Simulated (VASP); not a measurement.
# Ca (I4/mmm) in VASP: a run that goes wrong, beside a sound one

Two runs on Ca: the first has a flaw, the second is sound.

Everything below comes from runs of VASP 6.6.1. Logs are shortened: lines on timing, memory, paths and dates and some standing lists are left out, and cuts for length are marked.

### 1 The cell of the first run

The structure is tetragonal, space group I4/mmm (No. 139). The conventional cell has a = 4.410 Å, b = 4.410 Å, c = 4.392 Å, α = 90.00°, β = 90.00°, γ = 90.00°. Within 5.0 Å of Ca (site symmetry 4/mmm) lie 14 Ca at 3.81 to 4.41 Å.

This isn't the form of Ca at room conditions, which is fcc.

### 2 A run with an altered input

Contents of INCAR:

```
SYSTEM = Ca
GGA = PE
ISMEAR = 1
SIGMA = 0.1
LWAVE = .False.
LCHARG = .False.
ISIF = 2
PREC = Accurate
LASPH = .True.
LREAL = .False.
ALGO = Normal
EDIFF = 1E-6
NELM = 60
GGA_COMPAT = .False.
ENCUT = 450
ICHARG = 11
```

Contents of KPOINTS:

```
k-points
0
Gamma
  11 11 11
```

Contents of POSCAR:

```
Ca
1.0
   -2.2052049036      2.2052049036      2.1961148100
    2.2052049036     -2.2052049036      2.1961148100
    2.2052049036      2.2052049036     -2.1961148100
Ca
1
Direct
    0.5000000000      0.5000000000      0.0000000000
```

Potentials or basis: VASP PAW PBE potentials, release 64 (Ca_sv).

Command:

```console
$ cat potpaw_PBE.64/Ca_sv/POTCAR > POTCAR
$ mpirun -np 1 vasp_std > vasp.out
```

OUTCAR:

```text
SYSTEM = Ca
   GGA = PE
   ISMEAR = 1
   ISIF = 2
   PREC = Accurate
   LASPH = .True.
   LREAL = .False.
   EDIFF = 1E-6
   NELM = 60
   ENCUT = 450
[... 27 lines left out ...]
   LASPH  =      T    aspherical Exc in radial PAW
   ENCUT  =  450.0 eV  33.07 Ry    5.75 a.u.   6.60  6.60  6.60*2*pi/ulx,y,z
   NELM   =     60;   NELMIN=  2; NELMDL= -5     # of ELM steps
   EDIFF  = 0.1E-05   stopping-criterion for ELM
   LREAL  =      F    real-space projection
   EDIFFG = 0.1E-04   stopping-criterion for IOM
   NSW    =      0    number of steps for IOM
   IBRION =     -1    ionic relax: 0-MD 1-quasi-New 2-CG
   NFREE  =      0    steps in history (QN), initial steepest desc. (CG)
   ISIF   =      2    stress and relaxation
[... 22 lines left out ...]
   AEXX    =    0.0000 exact exchange contribution
   IVDW    =     0    specifies the selected vdW correction
   LEPSILON=     F    determine dielectric tensor
   LRPA    =     F    only Hartree local field effects (RPA)

   CSHIFT  =0.1000    complex shift for real part using Kramers Kronig

   OMEGAMAX=  -1.0    maximum frequency
 non-spin polarized calculation
 Methfessel and Paxton  Order N= 1 SIGMA  =   0.10
  energy-cutoff  :      450.00
  volume of cell :       42.72
 maximum number of plane-waves:       951
```

On the terminal:

```text
POSCAR found type information on POSCAR Ca
 POSCAR found :  1 types and       1 ions
[... 25 lines left out ...]

1
```

It took 0.6 s on 1 thread of Intel Xeon 6975P-C (Granite Rapids), shared host.

The program refused the input. The fault, put in on purpose: restart asked without its files (ICHARG = 11).

### 3 Single point, PBE

INCAR: that of step 2 with these lines changed.

```diff
@@ -12,5 +12,4 @@
 EDIFF = 1E-6
-NELM = 60
+NELM = 120
 GGA_COMPAT = .False.
 ENCUT = 450
-ICHARG = 11
```

KPOINTS is that of step 2.

POSCAR is that of step 2.

Potentials or basis: VASP PAW PBE potentials, release 64 (Ca_sv).

Command:

```console
$ cat potpaw_PBE.64/Ca_sv/POTCAR > POTCAR
$ mpirun -np 1 vasp_std > vasp.out
```

Run time: 15 s. Hardware: 1 thread of Intel Xeon 6975P-C (Granite Rapids), shared host; peak memory 0.18 GiB.

The run converged. Its results:

| Property | Result |
| --- | --- |
| Free energy | -1.9122 eV |
| Pressure | -0.2 GPa |
| Band gap on the k mesh | zero (bands 5 and 6 overlap by 0.30 eV) |

Levels at points of the mesh, in eV from the Fermi level:
| k point | band 3 | band 4 | band 5 | band 6 | band 7 | band 8 |
| --- | --- | --- | --- | --- | --- | --- |
| (0.00, 0.00, 0.00) | -23.01 | -23.01 | -4.05 | 2.26 | 2.28 | 2.28 |
